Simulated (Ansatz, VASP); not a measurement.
# Two plane-wave programs on Ti6AlSiC4

```
Ti Si Al C
1.0
     3.04296    0.00000    0.00000
    -3.04296    5.28133    0.00000
     0.00000    0.00000   18.04885
Ti Si Al C
12 2 2 8
Cartesian
  0.0000 0.0001 0.1161
  -1.5215 2.6408 0.1161
  0.0000 0.0001 8.9083
  -1.5215 2.6408 8.9083
  0.0000 1.7599 2.4759
  -1.5215 4.4006 2.4759
  1.5215 0.8810 11.2654
  0.0000 3.5217 11.2654
  0.0000 1.7599 6.5485
  -1.5215 4.4006 6.5485
  1.5215 0.8810 15.8079
  0.0000 3.5217 15.8079
  0.0000 0.0041 4.5122
  -1.5215 2.6448 4.5122
  0.0000 -0.0033 13.5366
  -1.5215 2.6374 13.5366
  0.0000 1.7600 10.1969
  -1.5215 4.4007 10.1969
  1.5215 0.8799 1.3760
  0.0000 3.5206 1.3760
  0.0000 1.7600 16.8764
  -1.5215 4.4007 16.8764
  1.5215 0.8799 7.6484
  0.0000 3.5206 7.6484
```

Alike in both runs: functional PBEsol; k mesh 8 × 8 × 1; occupations gaussian, width 0.1 eV; no spin polarisation.

Ansatz relaxed the structure, and its values are those at the end. VASP's run is a single point on that final structure, the one shown.

```csv
,VASP,Ansatz
version,VASP 6.6.1,Ansatz 0.2.0
potentials or method,"VASP PAW PBE potentials, release 64 (Ti_sv, Si, Al, C), cutoff 520 eV","scalar-relativistic, plane waves, PAW"
valence electrons in the cell,190,190
```

Ansatz gave:

| Item | Value |
| --- | --- |
| gap on the k mesh at the Fermi level (eV) | none |
| pressure (GPa) | 0.0 |
| rms of the force components (eV/Å) | 0.011 |

Problem. Estimate VASP's values.

Solution. gap on the k mesh at the Fermi level (eV): none; pressure (GPa): 0.2; rms of the force components (eV/Å): 0.015.

VASP's potentials were made for PBE, not for PBEsol. A gap of «none» marks a metal or a gap that the smearing closes.
